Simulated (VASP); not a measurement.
# AlN (P6_3mc) in VASP: a series of runs, part 3 of 3

VASP 6.6.1. The steps go on from the part before.

## (5) Single point, PBEsol

This run uses another cell than the first one, of the same volume but with other edges.

Input file INCAR:

```
  PREC = Accurate
  ENCUT = 520
  EDIFF = 1E-6
  ISMEAR = 0
  SIGMA = 0.05
  LREAL = F
  LASPH = T
  NELM = 100
  ALGO = Normal
  ISIF = 2
  LWAVE = F
  LCHARG = F
  GGA = PS
  NBANDS = 16
```

Input file KPOINTS:

```
Automatic mesh
0
Gamma
  9 9 6
```

Input file POSCAR:

```
AlN
1.0
    3.0137189557      0.0000000000      0.0000000000
   -1.5068594779      2.6099571755      0.0000000000
    0.0000000000      0.0000000000      5.3045679346
Al N
2 2
Direct
    0.3333333333      0.6666666667      0.0000000000
    0.6666666667      0.3333333333      0.5000000000
    0.3333333333      0.6666666667      0.3850000000
    0.6666666667      0.3333333333      0.8850000000
```

Potentials or basis: VASP PAW PBE potentials, release 64 (Al, N).

On the command line:

```bash
$ cat potpaw_PBE.64/Al/POTCAR potpaw_PBE.64/N/POTCAR > POTCAR
$ mpirun -np 1 vasp_std > vasp.out
```

OUTCAR:

```text
PREC = Accurate
   ENCUT = 520
   EDIFF = 1E-6
   ISMEAR = 0
   LREAL = F
   LASPH = T
   NELM = 100
   ISIF = 2
   GGA = PS

 ion  position               nearest neighbor table
   1  0.333  0.667  0.000-   4 1.84   4 1.84   4 1.84   3 2.04   2 3.17   2 3.17   2 3.17   2 3.17
                             2 3.17   2 3.17
   2  0.667  0.333  0.500-   3 1.84   3 1.84   3 1.84   4 2.04   1 3.17   1 3.17   1 3.17   1 3.17
                             1 3.17   1 3.17
   3  0.333  0.667  0.385-   2 1.84   2 1.84   2 1.84   1 2.04
   4  0.667  0.333  0.885-   1 1.84   1 1.84   1 1.84   2 2.04

  LATTYP: Found a hexagonal cell.
 ALAT       =     3.0137189557
 C/A-ratio  =     1.7601402163

  Lattice vectors:

 A1 = (   3.0137189557,   0.0000000000,   0.0000000000)
 A2 = (  -1.5068594779,   2.6099571755,   0.0000000000)
 A3 = (   0.0000000000,   0.0000000000,   5.3045679346)

Analysis of symmetry for initial positions (statically):
=====================================================================
 Subroutine PRICEL returns:
 Original cell was already a primitive cell.

 Routine SETGRP: Setting up the symmetry group for a
 hexagonal supercell.

 Subroutine GETGRP returns: Found 12 space group operations
 (whereof  6 operations were pure point group operations)
 out of a pool of 24 trial point group operations.

The static configuration has the point symmetry C_3v.
 The point group associated with its full space group is C_6v.

Analysis of symmetry for dynamics (positions and initial velocities):
=====================================================================
 Subroutine PRICEL returns:
 Original cell was already a primitive cell.

 Routine SETGRP: Setting up the symmetry group for a
 hexagonal supercell.

 Subroutine GETGRP returns: Found 12 space group operations
 (whereof  6 operations were pure point group operations)
[... 127 lines left out ...]
     AMIX_MAG =   1.60;   BMIX_MAG =  1.00
  volume/ion in A,a.u.               =      10.43        70.39
  Fermi-wavevector in a.u.,A,eV,Ry     =   1.189377  2.247596 19.247033  1.414617
  Thomas-Fermi vector in A             =   2.325485
   LORBIT       =      0    0 simple, 1 ext, 2 COOP (PROOUT), +10 PAW based schemes
   GGA     = PS    functional components
   LHFCALC =     F    Hartree Fock is set to
   AEXX    =    0.0000 exact exchange contribution
   IVDW    =     0    specifies the selected vdW correction
   LEPSILON=     F    determine dielectric tensor
   LRPA    =     F    only Hartree local field effects (RPA)
 non-spin polarized calculation
 Gauss-broadening in eV      SIGMA  =   0.05
  energy-cutoff  :      520.00
  volume of cell :       41.72
 maximum number of plane-waves:      1148
 NGX is ok and might be reduce to    24

 number of electron      16.0000000 magnetization

 Free energy of the ion-electron system (eV)
  ---------------------------------------------------
  ext. energy  EPLUGINS =         0.00000000
  ---------------------------------------------------
  free energy    TOTEN  =       -30.97949068 eV

  energy without entropy =      -30.97949068  energy(sigma->0) =      -30.97949068

 E-fermi :   6.2102     XC(G=0): -11.1071

 val. band max:        5.9509482073   @ k =   0.0000   0.0000   0.0000
 cond. band min:       9.9012093126   @ k =   0.0000   0.0000   0.0000
 fundamental gap:      3.9502611053
 Fermi energy:         6.2101800688

 k-point     1 :       0.0000    0.0000    0.0000
  band No.  band energies     occupation
      1      -9.1235      2.00000
      2      -7.3500      2.00000
      3      -0.1983      2.00000
      4       5.5309      2.00000
      5       5.5309      2.00000
      6       5.7295      2.00000
[... 433 lines left out ...]
      3       1.3654      2.00000
      4       1.9324      2.00000
      5       1.9324      2.00000
      6       2.9766      2.00000
[... 8 lines left out ...]
     15      19.2234      0.00000
     16      21.5298      0.00000

 [... further k-points ...]

------------------------ aborting loop because EDIFF is reached ----------------------------------------

  FORCE on cell =-STRESS in cart. coord.  units (eV):
  Direction    XX          YY          ZZ          XY          YZ          ZX
  --------------------------------------------------------------------------------------
  -------------------------------------------------------------------------------------
  Total        4.3662458      4.3662458     -5.3645572     -0.0000000      0.0000000      0.0000000
  in kB      167.6612159    167.6612159   -205.9957770     -0.0000000      0.0000000      0.0000000
  external PRESSURE =      43.1088850 kB  Pullay stress =       0.0000000 kB

 VOLUME and BASIS-vectors are now :
 -----------------------------------------------------------------------------
  energy-cutoff  :      520.00
  volume of cell :       41.72
      direct lattice vectors                 reciprocal lattice vectors
     3.013718956  0.000000000  0.000000000     0.331815944  0.191574025  0.000000000
    -1.506859478  2.609957175  0.000000000     0.000000000  0.383148049  0.000000000
     0.000000000  0.000000000  5.304567935     0.000000000  0.000000000  0.188516767

 POSITION                                       TOTAL-FORCE (eV/Angst)
 -----------------------------------------------------------------------------------
     -0.00000      1.73997      0.00000        -0.000000      0.000000      0.891100
      1.50686      0.86999      2.65228         0.000000     -0.000000      0.891100
     -0.00000      1.73997      2.04226        -0.000000      0.000000     -0.891100
      1.50686      0.86999      4.69454         0.000000     -0.000000     -0.891100
 -----------------------------------------------------------------------------------
    total drift:                                0.000000      0.000000     -0.000442

  FREE ENERGIE OF THE ION-ELECTRON SYSTEM (eV)
  ---------------------------------------------------
  free  energy   TOTEN  =       -30.9794906847 eV

  energy  without entropy=      -30.9794906847  energy(sigma->0) =      -30.97949068
```

OSZICAR:

```text
N       E                     dE             d eps       ncg     rms          rms(c)
DAV:   1     0.389287762648E+02    0.38929E+02   -0.72275E+03  1536   0.891E+02
DAV:   2    -0.322611850500E+02   -0.71190E+02   -0.65453E+02  2152   0.188E+02
DAV:   3    -0.356033998131E+02   -0.33422E+01   -0.33342E+01  1840   0.418E+01
DAV:   4    -0.356238491956E+02   -0.20449E-01   -0.20448E-01  1984   0.366E+00
DAV:   5    -0.356241149416E+02   -0.26575E-03   -0.26574E-03  1952   0.423E-01    0.119E+01
DAV:   6    -0.310475741063E+02    0.45765E+01   -0.10183E+01  1824   0.227E+01    0.430E+00
DAV:   7    -0.310215118718E+02    0.26062E-01   -0.61061E-01  1640   0.545E+00    0.293E+00
DAV:   8    -0.309830202733E+02    0.38492E-01   -0.74401E-02  1936   0.225E+00    0.466E-01
DAV:   9    -0.309792547157E+02    0.37656E-02   -0.10463E-02  1888   0.749E-01    0.244E-01
DAV:  10    -0.309795659216E+02   -0.31121E-03   -0.12117E-03  1760   0.236E-01    0.119E-01
DAV:  11    -0.309794898389E+02    0.76083E-04   -0.19700E-04  1880   0.109E-01    0.173E-02
DAV:  12    -0.309794910802E+02   -0.12413E-05   -0.90569E-06  1888   0.228E-02    0.685E-03
DAV:  13    -0.309794906847E+02    0.39553E-06   -0.81064E-07  1120   0.766E-03
   1 F= -.30979491E+02 E0= -.30979491E+02  d E =-.246693E-15
```

stdout:

```text
POSCAR found type information on POSCAR AlN
 POSCAR found :  2 types and       4 ions
 scaLAPACK will be used
 -----------------------------------------------------------------------------
|                                                                             |
|                                                                             |
|     You enforced a specific xc type in the INCAR file but a different       |
|     I HOPE YOU KNOW WHAT YOU ARE DOING!                                     |
|                                                                             |
 -----------------------------------------------------------------------------

 LDA part: xc-table for (Slater+PW92), standard interpolation
 POSCAR, INCAR and KPOINTS ok, starting setup
 FFT: planning ... GRIDC
 FFT: planning ... GRID_SOFT
 FFT: planning ... GRID
 WAVECAR not read
 entering main loop
```

Wall time 25 s (1 thread of Intel Xeon Platinum 8375C at 2.90GHz (Ice Lake), shared host); peak memory 0.16 GiB.

What came out:

* Free energy: -30.9795 eV
* Pressure: 4.3 GPa
* Largest force: 0.891 eV/Å
* Band gap on the k mesh: 3.95 eV, direct

Forces on the atoms (eV/Å):
```
Al   0.000  0.000  0.891
Al   0.000  0.000  0.891
N    0.000  0.000 -0.891
N    0.000  0.000 -0.891
```

Caveat: the PAW data sets were made with another functional, which shifts forces and pressure a little.

## (6) Single point, PBEsol

This run uses another cell than the first one, of the same volume but with other edges.

Input file INCAR:

```
SYSTEM = AlN
  PREC = Accurate
  ENCUT = 520
  EDIFF = 1E-7
  ISMEAR = 0
  SIGMA = 0.05
  LREAL = .FALSE.
  LASPH = .TRUE.
  NELM = 80
  ALGO = Normal
  ISIF = 2
  LWAVE = .FALSE.
  LCHARG = .TRUE.
  GGA = PS
  LELF = .TRUE.
  LVHAR = .TRUE.
  NBANDS = 16
```

Input file KPOINTS:

```
Automatic mesh
0
G
  9 9 6
  0 0 0
```

Input file POSCAR:

```
AlN
1.0
    3.1536239158      0.0000000000      0.0000000000
   -1.5768119579      2.7311184250      0.0000000000
    0.0000000000      0.0000000000      4.8443522454
Al N
2 2
Direct
    0.3333333333      0.6666666667      0.0000000000
    0.6666666667      0.3333333333      0.5000000000
    0.3333333333      0.6666666667      0.3850000000
    0.6666666667      0.3333333333      0.8850000000
```

Potentials or basis: VASP PAW PBE potentials, release 64 (Al, N).

On the command line:

```bash
$ cat potpaw_PBE.64/Al/POTCAR potpaw_PBE.64/N/POTCAR > POTCAR
$ mpirun -np 1 vasp_std > vasp.out
```

Run time: 26 s. Hardware: 1 thread of Intel Xeon Platinum 8375C at 2.90GHz (Ice Lake), shared host; peak memory 0.16 GiB.

Results (log left out):

```
Free energy            : -31.2667 eV
Pressure               : 0.3 GPa
Largest force          : 0.371 eV/Å
Band gap on the k mesh : 3.98 eV, direct
```

Forces on the atoms (eV/Å):
```
Al   0.000  0.000 -0.371
Al   0.000  0.000 -0.371
N    0.000  0.000  0.371
N    0.000  0.000  0.371
```

Stress tensor (GPa, compression positive):
```
-4.40  0.00  0.00
 0.00 -4.40  0.00
 0.00  0.00  9.78
```

Levels at points of the mesh, in eV from the valence-band top:
| k point | band 5 | band 6 | band 7 | band 8 | band 9 | band 10 | band 11 | band 12 |
| --- | --- | --- | --- | --- | --- | --- | --- | --- |
| (0.00, 0.00, 0.00) | -1.23 | -0.45 | -0.45 | 0.00 | 3.98 | 6.03 | 10.49 | 10.49 |
| (0.00, 0.00, 0.50) | -0.85 | -0.85 | -0.85 | -0.85 | 6.08 | 6.08 | 10.23 | 10.23 |

Caveat: the PAW data sets were made with another functional, which shifts forces and pressure a little. A k mesh can miss the band edges.

## (7) Summary

| cell | gap on the mesh (eV) | pressure (GPa) | largest force (eV/Å) |
| --- | --- | --- | --- |
| a = 3.284, b = 3.284, c = 4.467 Å, angles 90.0, 90.0, 120.0°, 4 atoms | 3.69 | 5.3 | 3.25 |
| a = 2.928, b = 2.928, c = 5.621 Å, angles 90.0, 90.0, 120.0°, 4 atoms | 3.01 | 11.3 | 1.05 |
| a = 3.199, b = 3.199, c = 4.709 Å, angles 90.0, 90.0, 120.0°, 4 atoms | 3.85 | 1.1 | 1.14 |
| a = 3.014, b = 3.014, c = 5.305 Å, angles 90.0, 90.0, 120.0°, 4 atoms | 3.95 | 4.3 | 0.89 |
| a = 3.154, b = 3.154, c = 4.844 Å, angles 90.0, 90.0, 120.0°, 4 atoms | 3.98 | 0.3 | 0.37 |

Alike in all rows: task single point; level PBEsol; potentials or basis VASP PAW PBE potentials, release 64 (Al, N); no spin polarisation; k mesh 9 × 9 × 6; cutoff (eV) 520; smearing gaussian 0.05 eV.

Caveats: the PAW data sets were made with another functional, which shifts forces and pressure a little.

Total energies depend on the potentials used, so only differences within one code and one set of settings carry meaning.
